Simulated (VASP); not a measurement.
Input of a VASP 6.6.1 run:

The input INCAR:

```
SYSTEM = ZnO
  PREC = Accurate
  ENCUT = 520
  EDIFF = 1E-6
  ISMEAR = -1
  SIGMA = 0.02
  LREAL = .False.
  LASPH = .True.
  NELM = 100
  ALGO = Normal
  ISIF = 2
  LWAVE = .False.
  LCHARG = .True.
  GGA = PE
  IVDW = 12
  LELF = .True.
  LVHAR = .True.
  NBANDS = 66
```

File KPOINTS:

```
regular mesh
0
Gamma
  2 2 1
  0 0 0
```

POSCAR

```
ZnO
1.0
    5.5339020000      0.0000000000      0.0000000000
   -2.7669510000      5.3469200000      0.0000000000
    0.0000000000      0.0000000000     17.3926410000
Zn O
6 6
Direct
    0.3333271894      0.0000000000      0.0574955810
    0.5721282560      0.6498133505      0.0753019625
    0.9940380882      0.0204229725      0.2042760499
    0.9506122235      0.4539996858      0.0997088366
    0.5684221866      0.1320199292      0.2325926235
    0.3201146491      0.5137724148      0.2416481775
    0.2815303817      0.6798680362      0.0360439797
    0.5893943751      0.3406821123      0.0603473619
    0.9430448483      0.8580266770      0.1086551490
    0.9208087541      0.3413740995      0.2026029284
    0.6347689828      0.8134402609      0.2331158333
    0.3017962766      0.1963934377      0.2700279963
```

Potentials or basis: VASP PAW PBE potentials, release 64 (Zn, O).

The run is started by

```console
$ cat potpaw_PBE.64/Zn/POTCAR potpaw_PBE.64/O/POTCAR > POTCAR
$ mpirun -np 1 vasp_std > vasp.out
```

(1) Predict the dispersion energy per atom.

(2) Predict the largest force.

(3) Estimate the band gap on the k mesh.

## Answers

(1) -0.125 eV.

(2) 2.755 eV/Å.

(3) 1.37 eV (least direct gap 1.46 eV).

Caveat: the k points lie up to 0.64 Å⁻¹ apart.
